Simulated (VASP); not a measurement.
## Hg: single point with PBE

Hg:

```
Hg
1.0
     2.58577    0.00000    0.00000
     0.00000    2.58577    0.00000
     0.00000    0.00000    2.58577
Hg
1
Direct
  0.00000 0.00000 0.00000
```

This cell differs from its parent crystal: volume scaled by 0.58.

| Item | Value |
| --- | --- |
| Program | VASP 6.6.1 |
| Task | single point |
| Functional | PBE |
| Potentials or basis | VASP PAW PBE potentials, release 64 (Hg) |
| Cutoff | 500 eV |
| k mesh | 12 × 12 × 12 |
| Occupations | fermi-dirac, width 0.08 eV |
| Spin | no spin polarisation |

```
Pressure               : 69.3 GPa
Band gap on the k mesh : zero (band 6 reaches 12.24 eV, above the bottom of band 7 at 4.40 eV)
```

Levels at points of the mesh, in eV from the Fermi level:
| k point | band 2 | band 3 | band 4 | band 5 | band 6 | band 7 | band 8 | band 9 | band 10 | band 11 |
| --- | --- | --- | --- | --- | --- | --- | --- | --- | --- | --- |
| (0.00, 0.00, 0.00) | -11.31 | -11.31 | -6.54 | -6.54 | -6.54 | 12.23 | 12.23 | 12.23 | 17.53 | 19.71 |
| (0.50, 0.00, 0.00) | -10.83 | -8.16 | -8.16 | -6.39 | -4.32 | -1.85 | 15.26 | 17.83 | 18.37 | 18.37 |
| (0.50, 0.50, 0.00) | -10.31 | -7.88 | -7.88 | -5.21 | 0.60 | 0.60 | 3.70 | 8.81 | 20.59 | 20.59 |
| (0.50, 0.50, 0.50) | -10.41 | -10.41 | -5.10 | -5.10 | 5.98 | 5.98 | 5.98 | 7.76 | 10.90 | 14.44 |

It took 16 s on 1 thread of Intel Xeon 8259CL, with other jobs on the host, peak memory 0.14 GiB.

Caveat: spin-orbit coupling is left out, which moves the levels of the heavy elements.
